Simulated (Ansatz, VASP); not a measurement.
Two plane-wave programs on TaN

INCAR

```
SYSTEM = TaN
PREC     = Accurate       ! precision mode
ENCUT    = 700            ! plane-wave cutoff, eV
EDIFF    = 1E-6           ! SCF threshold, eV
ISMEAR   = 0              ! smearing method
SIGMA    = 0.15           ! smearing width, eV
LREAL    = .FALSE.        ! projectors in reciprocal space
LASPH    = .TRUE.         ! aspherical terms in the spheres
NELM     = 120            ! most SCF steps
ALGO     = Normal         ! electronic algorithm
ISIF     = 2              ! what is computed and relaxed
LWAVE    = .FALSE.        ! write WAVECAR
LCHARG   = .FALSE.        ! write CHGCAR
GGA      = PS             ! functional
NBANDS   = 26             ! bands
GGA_COMPAT= .FALSE.
```

Contents of KPOINTS:

```
Automatic mesh
0
G
  18 18 8
  0 0 0
```

File POSCAR:

```
TaN
1.0
    3.0798262315      0.0000000000      0.0000000000
   -1.5399131158      2.6672077557      0.0000000000
    0.0000000000      0.0000000000      5.9699047573
Ta N
2 2
Direct
    0.3333333333      0.6666666667      0.0301041378
    0.6666666667      0.3333333333      0.5301041378
    0.3333333333      0.6666666667      0.3548958622
    0.6666666667      0.3333333333      0.8548958622
```

Input for Ansatz:

```yaml
crystal:
  lattice:
    - [3.0798262315, 0.0, 0.0]
    - [-1.5399131158, 2.6672077557, 0.0]
    - [0.0, 0.0, 5.9699047573]
  atoms:
    - { symbol: Ta, position: [0.3333333333, 0.6666666667, 0.0301041378] }
    - { symbol: Ta, position: [0.6666666667, 0.3333333333, 0.5301041378] }
    - { symbol: "N", position: [0.3333333333, 0.6666666667, 0.3548958622] }
    - { symbol: "N", position: [0.6666666667, 0.3333333333, 0.8548958622] }
basis:
  ecutwfc: 520.0
kpoints:
  mp_grid: { grid: [18, 18, 8] }
hamiltonian:
  xc: pbesol
  pseudopotentials: { kind: paw, azcp: { folder: soft_1 } }
scf:
  occupations: { method: gaussian, width: 0.15 }
output:
  forces: true
  stress: true
  eigenvalues: true
```

Alike in both runs: task single point; functional PBEsol; k mesh 18 × 18 × 8; occupations gaussian, width 0.15 eV; no spin polarisation.

|  | VASP | Ansatz |
| --- | --- | --- |
| version | VASP 6.6.1 | Ansatz 0.2.0 |
| potentials or method | VASP PAW PBE potentials, release 64 (Ta_sv_GW, N), cutoff 700 eV | scalar-relativistic, plane waves, PAW |
| valence electrons in the cell | 36 | 36 |

|  | VASP | Ansatz | Ansatz less VASP |
| --- | --- | --- | --- |
| gap on the k mesh at the Fermi level (eV) | none | none | - |
| pressure (GPa) | 12.4 | 12.2 | -0.24 |
| traceless stress, the component that is largest in VASP (GPa) | 3.15 | 2.85 | -0.304 |
| rms of the force components (eV/Å) | 0.029 | 0.022 | -0.0069 |

VASP's potentials were made for PBE, not for PBEsol, and Ansatz warns of the same on its side. Atom by atom the forces differ by 0.007 eV/Å (rms over components). A gap of «none» marks a metal or a gap that the smearing closes.

Spin-orbit coupling is off throughout.
